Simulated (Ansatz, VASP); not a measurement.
## Two plane-wave programs on Bi

```
Bi
1.0
     4.50620    0.00000    0.00000
    -2.25310    3.90248    0.00000
     0.00000    0.00000    9.50168
Bi
4
Direct
  0.00000 0.00000 0.80922
  0.00000 0.00000 0.19078
  0.33333 0.66667 0.63527
  0.66667 0.33333 0.36473
```

Alike in both runs: task single point; functional LDA; k mesh 12 × 12 × 6; occupations gaussian, width 0.1 eV; no spin polarisation.

```csv
,VASP,Ansatz
version,VASP 6.6.1,Ansatz 0.2.0
potentials or method,"VASP PAW LDA potentials, release 64 (Bi_d), cutoff 520 eV","scalar-relativistic, plane waves, PAW"
valence electrons in the cell,60,60
```

|  | VASP | Ansatz | Ansatz less VASP |
| --- | --- | --- | --- |
| gap on the k mesh at the Fermi level (eV) | none | none | - |
| pressure (GPa) | -2.8 | -2.8 | -0.04 |
| traceless stress, the component that is largest in VASP (GPa) | -0.14 | -0.14 | +0.001 |
| rms of the force components (eV/Å) | 0.125 | 0.141 | +0.0166 |

LDA's correlation is that of Perdew and Zunger in VASP and of Perdew and Wang (1992) in Ansatz. Atom by atom the forces differ by 0.017 eV/Å (rms over components). A gap of «none» marks a metal or a gap that the smearing closes.

Neither program's run includes spin-orbit coupling.
